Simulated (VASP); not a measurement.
Set up this calculation in VASP 6.6.1, as the native input.

* Task: single point
* Functional: PBE
* Dispersion: D4
* Potentials or basis: VASP PAW PBE potentials, release 64 (In_d, P)
* Cutoff: 520 eV
* k mesh: 6 × 6 × 6
* Occupations: fermi-dirac, width 0.05 eV
* Spin: no spin polarisation
* Dipole correction: no
* Further INCAR settings: ALGO = Normal; EDIFF = 1e-07; NBANDS = 16

The structure of InP lies in POSCAR:

```
InP
1.0
    0.0000000000      2.9456911762      2.9456911762
    2.9456911762      0.0000000000      2.9456911762
    2.9456911762      2.9456911762      0.0000000000
In P
1 1
Direct
    0.0000000000      0.0000000000      0.0000000000
    0.2500000000      0.2500000000      0.2500000000
```

These files were run (other wordings do the same):

INCAR

```
ALGO = Normal
EDIFF = 1E-7
ENCUT = 520
GGA = PE
ISIF = 2
ISMEAR = -1
IVDW = 13
LASPH = True
LCHARG = False
LREAL = False
LWAVE = False
NBANDS = 16
NELM = 80
PREC = Accurate
SIGMA = 0.05
```

KPOINTS

```
k-points
0
Gamma
  6 6 6
```

Potentials or basis: VASP PAW PBE potentials, release 64 (In_d, P).

Launch:

```bash
$ cat potpaw_PBE.64/In_d/POTCAR potpaw_PBE.64/P/POTCAR > POTCAR
$ mpirun -np 1 vasp_std > vasp.out
```

Results of the run:

| Property | Result |
| --- | --- |
| Pressure | -0.1 GPa |
| Band gap on the k mesh | 0.63 eV, direct |
| Dispersion energy per atom | -0.332 eV |

Caveat: spin-orbit coupling is left out, which moves the levels of the heavy elements.

Wall time 31 s on 1 thread of Intel Xeon 8259CL, with other jobs on the host, peak memory 0.15 GiB.
